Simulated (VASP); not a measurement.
# NbCd3 (Pm-3m) in VASP: further runs, part 2 of 2

VASP 6.6.1.

## 3. Relaxation of the atoms, r2SCAN

This run uses another cell than the first one, of 19.91 Å³/atom.

Input file POSCAR:

```
NbCd3
1.0
    4.3021888300      0.0000000000      0.0000000000
    0.0000000000      4.3021888300      0.0000000000
    0.0000000000      0.0000000000      4.3021888300
Nb Cd
1 3
Direct
    0.0000000000      0.0000000000      0.0000000000
    0.0000000000      0.5000000000      0.5000000000
    0.5000000000      0.0000000000      0.5000000000
    0.5000000000      0.5000000000      0.0000000000
```

Input file INCAR.step1:

```
SYSTEM = NbCd3
PREC = Accurate
ENCUT = 520
ISMEAR = -1
SIGMA = 0.1
LREAL = .False.
LASPH = .True.
NELM = 80
GGA = PE
ALGO = Normal
EDIFF = 1E-4
LWAVE = .True.
LCHARG = .False.
KPAR = 2
```

Input file INCAR.step2:

```
SYSTEM = NbCd3
PREC = Accurate
ENCUT = 520
EDIFF = 1E-6
ISMEAR = -1
SIGMA = 0.1
LREAL = .False.
LASPH = .True.
NELM = 80
ALGO = Normal
ISIF = 2
LWAVE = .False.
LCHARG = .False.
METAGGA = R2SCAN
LMIXTAU = .True.
IBRION = 2
NSW = 50
EDIFFG = -0.01
ISTART = 1
KPAR = 2
```

Input file KPOINTS:

```
regular mesh
0
Gamma
  8 8 8
  0 0 0
```

Potentials or basis: VASP PAW PBE potentials, release 64 (Nb_sv, Cd).

The run is started by

```
cat potpaw_PBE.64/Nb_sv/POTCAR potpaw_PBE.64/Cd/POTCAR > POTCAR
cp INCAR.step1 INCAR
mpirun -np 2 vasp_std > vasp.out
cp INCAR.step2 INCAR
mpirun -np 2 vasp_std > vasp.out
```

OUTCAR:

```text
SYSTEM = NbCd3
   PREC = Accurate
   ENCUT = 520
   EDIFF = 1E-6
   ISMEAR = -1
   LREAL = .False.
   LASPH = .True.
   NELM = 80
   ISIF = 2
   METAGGA = R2SCAN
   IBRION = 2
   NSW = 50
   EDIFFG = -0.01
   ISTART = 1

 ion  position               nearest neighbor table
   1  0.000  0.000  0.000-   2 3.04   3 3.04   4 3.04   2 3.04   3 3.04   2 3.04   4 3.04   2 3.04
                             3 3.04   4 3.04   3 3.04   4 3.04
   2  0.000  0.500  0.500-   1 3.04   3 3.04   4 3.04   1 3.04   4 3.04   1 3.04   3 3.04   1 3.04
                             3 3.04   4 3.04   4 3.04   3 3.04
   3  0.500  0.000  0.500-   1 3.04   2 3.04   4 3.04   1 3.04   4 3.04   2 3.04   4 3.04   4 3.04
                             1 3.04   2 3.04   1 3.04   2 3.04
   4  0.500  0.500  0.000-   1 3.04   2 3.04   3 3.04   2 3.04   3 3.04   1 3.04   3 3.04   3 3.04
                             1 3.04   2 3.04   2 3.04   1 3.04

  LATTYP: Found a simple cubic cell.
 ALAT       =     4.3021888300

  Lattice vectors:

 A1 = (   4.3021888300,   0.0000000000,   0.0000000000)
 A2 = (   0.0000000000,   4.3021888300,   0.0000000000)
 A3 = (   0.0000000000,   0.0000000000,   4.3021888300)

Analysis of symmetry for initial positions (statically):
=====================================================================
 Subroutine PRICEL returns:
 Original cell was already a primitive cell.

 Routine SETGRP: Setting up the symmetry group for a
 simple cubic supercell.

 Subroutine GETGRP returns: Found 48 space group operations
 (whereof 48 operations were pure point group operations)
 out of a pool of 48 trial point group operations.

The static configuration has the point symmetry O_h .

Analysis of symmetry for dynamics (positions and initial velocities):
=====================================================================
 Subroutine PRICEL returns:
 Original cell was already a primitive cell.

 Routine SETGRP: Setting up the symmetry group for a
 simple cubic supercell.

 Subroutine GETGRP returns: Found 48 space group operations
 (whereof 48 operations were pure point group operations)
[... 129 lines left out ...]
  Thomas-Fermi vector in A             =   2.516204
   LORBIT       =      0    0 simple, 1 ext, 2 COOP (PROOUT), +10 PAW based schemes
   METAGGA = R2SCAN    functional components
   LHFCALC =     F    Hartree Fock is set to
   AEXX    =    0.0000 exact exchange contribution
   IVDW    =     0    specifies the selected vdW correction
   LEPSILON=     F    determine dielectric tensor
   LRPA    =     F    only Hartree local field effects (RPA)
 conjugate gradient relaxation of ions
 non-spin polarized calculation
  energy-cutoff  :      520.00
  volume of cell :       79.63
 maximum number of plane-waves:      2176
 NGX is ok and might be reduce to    32
   NGX = 15   NGY = 15   NGZ = 15

 number of electron      48.9999973 magnetization

 Free energy of the ion-electron system (eV)
  ---------------------------------------------------
  ext. energy  EPLUGINS =         0.00000000
  ---------------------------------------------------
  free energy    TOTEN  =       -84.70709039 eV

  energy without entropy =      -84.64900709  energy(sigma->0) =      -84.67804874

 E-fermi :   4.6548     XC(G=0): -12.5453

 val. band max:        4.6098635735   @ k =   0.3750   0.2500   0.1250
 cond. band min:       4.7237463863   @ k =   0.2500   0.2500   0.1250
 fundamental gap:      0.1138828127
 Fermi energy:         4.6548094595

 k-point     1 :       0.0000    0.0000    0.0000
  band No.  band energies     occupation
      1     -52.1814      2.00000
      2     -27.5225      2.00000
      3     -27.5225      2.00000
      4     -27.5225      2.00000
      5      -5.1850      2.00000
      6      -5.0247      2.00000
[... 757 lines left out ...]
     28       6.6512      0.00000
     29       9.0965      0.00000

 [... further k-points ...]

------------------------ aborting loop because EDIFF is reached ----------------------------------------

  FORCE on cell =-STRESS in cart. coord.  units (eV):
  Direction    XX          YY          ZZ          XY          YZ          ZX
  --------------------------------------------------------------------------------------
  -------------------------------------------------------------------------------------
  Total       -0.7754547     -0.7754547     -0.7754547      0.0000000      0.0000000     -0.0000000
  in kB      -15.6026593    -15.6026593    -15.6026593      0.0000000      0.0000000     -0.0000000
  external PRESSURE =     -15.6026593 kB  Pullay stress =       0.0000000 kB

 VOLUME and BASIS-vectors are now :
 -----------------------------------------------------------------------------
  energy-cutoff  :      520.00
  volume of cell :       79.63
      direct lattice vectors                 reciprocal lattice vectors
     4.302188830  0.000000000  0.000000000     0.232439821  0.000000000  0.000000000
     0.000000000  4.302188830  0.000000000     0.000000000  0.232439821  0.000000000
     0.000000000  0.000000000  4.302188830     0.000000000  0.000000000  0.232439821

 POSITION                                       TOTAL-FORCE (eV/Angst)
 -----------------------------------------------------------------------------------
      0.00000      0.00000      0.00000         0.000000      0.000000      0.000000
      0.00000      2.15109      2.15109         0.000000      0.000000      0.000000
      2.15109      0.00000      2.15109         0.000000      0.000000      0.000000
      2.15109      2.15109      0.00000         0.000000      0.000000      0.000000
 -----------------------------------------------------------------------------------
    total drift:                                0.000000     -0.000000     -0.000000

  FREE ENERGIE OF THE ION-ELECTRON SYSTEM (eV)
  ---------------------------------------------------
  free  energy   TOTEN  =       -84.7070903927 eV

  energy  without entropy=      -84.6490070859  energy(sigma->0) =      -84.67804874

 reached required accuracy - stopping structural energy minimisation
```

Wall time 2.5 min (2 MPI ranks of Intel Xeon Platinum 8259CL at 2.50GHz (Skylake/Cascade Lake), shared host); peak memory 0.22 GiB.

Results:

```yaml
Free_energy: -84.7071 eV
Pressure_after_relaxing: -1.6 GPa
Band_gap_on_the_k_mesh: zero (an odd number of electrons rules out a gap without spin polarisation)
```

Final structure:
```xyz
4
Lattice="4.3022 0.0000 0.0000 0.0000 4.3022 0.0000 0.0000 0.0000 4.3022" Properties=species:S:1:pos:R:3 pbc="T T T"
Nb    0.0000    0.0000    0.0000
Cd    0.0000    2.1511    2.1511
Cd    2.1511    0.0000    2.1511
Cd    2.1511    2.1511    0.0000
```

Levels at points of the mesh, in eV from the Fermi level:
```
           k point  band 21  band 22  band 23  band 24  band 25  band 26  band 27  band 28  band 29
(0.00, 0.00, 0.00)    -0.92    -0.92     0.23     0.23     0.23     1.18     1.18     1.18     5.57
(0.50, 0.00, 0.00)    -5.96    -0.89    -0.89    -0.72     1.11     1.20     3.28     4.18     4.18
(0.50, 0.50, 0.00)    -3.31    -3.31    -3.17    -0.33    -0.33     1.31     1.89     2.21     5.62
(0.50, 0.50, 0.50)    -2.50    -2.50    -2.11    -1.29    -1.29    -1.29     1.66     1.66     3.64
```

Caveat: the relaxation stopped at its first step, so nothing moved; the PAW data sets were made with another functional, which shifts forces and pressure a little.

## 4. Relaxation of the atoms, r2SCAN

This run uses another cell than the first one, of 20.30 Å³/atom.

Input file POSCAR:

```
NbCd3
1.0
    4.3301259000      0.0000000000      0.0000000000
    0.0000000000      4.3301259000      0.0000000000
    0.0000000000      0.0000000000      4.3301259000
Nb Cd
1 3
Direct
    0.0000000000      0.0000000000      0.0000000000
    0.0000000000      0.5000000000      0.5000000000
    0.5000000000      0.0000000000      0.5000000000
    0.5000000000      0.5000000000      0.0000000000
```

Input file INCAR.step1:

```
ALGO = Normal ; EDIFF = 1E-4
ENCUT = 520 ; GGA = PE
ISMEAR = -1 ; KPAR = 2
LASPH = True ; LCHARG = False
LREAL = False ; LWAVE = True
NELM = 60 ; PREC = Accurate
SIGMA = 0.1
```

Input file INCAR.step2:

```
ALGO = Normal ; EDIFF = 1E-7
EDIFFG = -0.01 ; ENCUT = 520
IBRION = 2 ; ISIF = 2
ISMEAR = -1 ; ISTART = 1
KPAR = 2 ; LASPH = True
LCHARG = False ; LMIXTAU = True
LREAL = False ; LWAVE = False
METAGGA = R2SCAN ; NELM = 60
NSW = 50 ; PREC = Accurate
SIGMA = 0.1
```

Input file KPOINTS:

```
k-points
0
Gamma
  8 8 8
```

The run is started by

```
cat potpaw_PBE.64/Nb_sv/POTCAR potpaw_PBE.64/Cd/POTCAR > POTCAR
cp INCAR.step1 INCAR
mpirun -np 2 vasp_std > vasp.out
cp INCAR.step2 INCAR
mpirun -np 2 vasp_std > vasp.out
```

Wall time 2.7 min (2 MPI ranks of Intel Xeon Platinum 8259CL at 2.50GHz (Skylake/Cascade Lake), shared host); peak memory 0.21 GiB.

It converged, with:

| Item | Value |
| --- | --- |
| Free energy | -84.6832 eV |
| Pressure after relaxing | -3.3 GPa |
| Band gap on the k mesh | zero (an odd number of electrons rules out a gap without spin polarisation) |

Final structure:
```cif
data_structure
_symmetry_space_group_name_H-M 'P 1'
_symmetry_Int_Tables_number 1
_cell_length_a 4.3301
_cell_length_b 4.3301
_cell_length_c 4.3301
_cell_angle_alpha 90.000
_cell_angle_beta 90.000
_cell_angle_gamma 90.000
_cell_volume 81.19
loop_
_atom_site_label
_atom_site_type_symbol
_atom_site_fract_x
_atom_site_fract_y
_atom_site_fract_z
_atom_site_occupancy
Nb1 Nb 0.00000 0.00000 0.00000 1
Cd1 Cd 0.00000 0.50000 0.50000 1
Cd2 Cd 0.50000 0.00000 0.50000 1
Cd3 Cd 0.50000 0.50000 0.00000 1
```

Levels at points of the mesh, in eV from the Fermi level:
```tsv
k point	band 21	band 22	band 23	band 24	band 25	band 26	band 27	band 28	band 29
(0.00, 0.00, 0.00)	-0.92	-0.92	0.24	0.24	0.24	1.14	1.14	1.14	5.45
(0.50, 0.00, 0.00)	-5.89	-0.87	-0.87	-0.70	1.07	1.18	3.17	4.10	4.10
(0.50, 0.50, 0.00)	-3.30	-3.30	-3.11	-0.33	-0.33	1.29	1.83	2.16	5.54
(0.50, 0.50, 0.50)	-2.49	-2.49	-2.04	-1.26	-1.26	-1.26	1.62	1.62	3.50
```

Caveat: the relaxation stopped at its first step, so nothing moved; the PAW data sets were made with another functional, which shifts forces and pressure a little.

## 5. Relaxation of the atoms, r2SCAN

This run uses another cell than the first one, of 20.69 Å³/atom.

Input file POSCAR:

```
NbCd3
1.0
    4.3577070700      0.0000000000      0.0000000000
    0.0000000000      4.3577070700      0.0000000000
    0.0000000000      0.0000000000      4.3577070700
Nb Cd
1 3
Direct
    0.0000000000      0.0000000000      0.0000000000
    0.0000000000      0.5000000000      0.5000000000
    0.5000000000      0.0000000000      0.5000000000
    0.5000000000      0.5000000000      0.0000000000
```

Input file INCAR.step1:

```
  PREC = Accurate
  ENCUT = 520
  ISMEAR = -1
  SIGMA = 0.1
  LREAL = False
  LASPH = True
  NELM = 100
  GGA = PE
  ALGO = Normal
  EDIFF = 1E-4
  LWAVE = True
  LCHARG = False
  KPAR = 2
```

Input file INCAR.step2:

```
  PREC = Accurate
  ENCUT = 520
  EDIFF = 1E-6
  ISMEAR = -1
  SIGMA = 0.1
  LREAL = False
  LASPH = True
  NELM = 100
  ALGO = Normal
  ISIF = 2
  LWAVE = False
  LCHARG = False
  METAGGA = R2SCAN
  LMIXTAU = True
  IBRION = 2
  NSW = 50
  EDIFFG = -0.01
  ISTART = 1
  KPAR = 2
```

Input file KPOINTS:

```
regular mesh
0
Gamma
  8 8 8
```

The run is started by

```
cat potpaw_PBE.64/Nb_sv/POTCAR potpaw_PBE.64/Cd/POTCAR > POTCAR
cp INCAR.step1 INCAR
mpirun -np 2 vasp_std > vasp.out
cp INCAR.step2 INCAR
mpirun -np 2 vasp_std > vasp.out
```

Wall time 2.4 min (2 MPI ranks of Intel Xeon Platinum 8259CL at 2.50GHz (Skylake/Cascade Lake), shared host); peak memory 0.22 GiB.

It converged, with:

* Free energy: -84.6430 eV
* Pressure after relaxing: -4.9 GPa
* Band gap on the k mesh: zero (an odd number of electrons rules out a gap without spin polarisation)

Final structure:
```
Nb Cd
1.0
     4.35771    0.00000    0.00000
     0.00000    4.35771    0.00000
     0.00000    0.00000    4.35771
Nb Cd
1 3
Cartesian
  0.0000 0.0000 0.0000
  0.0000 2.1789 2.1789
  2.1789 0.0000 2.1789
  2.1789 2.1789 0.0000
```

Levels at points of the mesh, in eV from the Fermi level:
```
           k point  band 22  band 23  band 24  band 25  band 26  band 27  band 28  band 29
(0.00, 0.00, 0.00)    -0.92     0.25     0.25     0.25     1.10     1.10     1.10     5.35
(0.50, 0.00, 0.00)    -0.84    -0.84    -0.68     1.04     1.16     3.07     4.03     4.03
(0.50, 0.50, 0.00)    -3.29    -3.06    -0.32    -0.32     1.27     1.77     2.12     5.46
(0.50, 0.50, 0.50)    -2.49    -1.97    -1.24    -1.24    -1.24     1.58     1.58     3.37
```

Caveat: the relaxation stopped at its first step, so nothing moved; the PAW data sets were made with another functional, which shifts forces and pressure a little.

## 6. Summary

| cell | gap on the mesh (eV) | pressure (GPa) |
| --- | --- | --- |
| atoms relaxed from a = 4.274 Å, 4 atoms | none | 0.4 |
| atoms relaxed from a = 4.302 Å, 4 atoms | none | -1.6 |
| atoms relaxed from a = 4.330 Å, 4 atoms | none | -3.3 |
| atoms relaxed from a = 4.358 Å, 4 atoms | none | -4.9 |

Alike in all rows: task relaxation of the atoms; level r2SCAN; potentials or basis VASP PAW PBE potentials, release 64 (Nb_sv, Cd); no spin polarisation; k mesh 8 × 8 × 8; cutoff (eV) 520; smearing fermi-dirac 0.1 eV.

Caveats: the relaxation stopped at its first step, so nothing moved; the PAW data sets were made with another functional, which shifts forces and pressure a little.

Total energies depend on the potentials used, so only differences within one code and one set of settings carry meaning.

The gap in the log of VASP goes by the Fermi energy; the results here count the filled bands.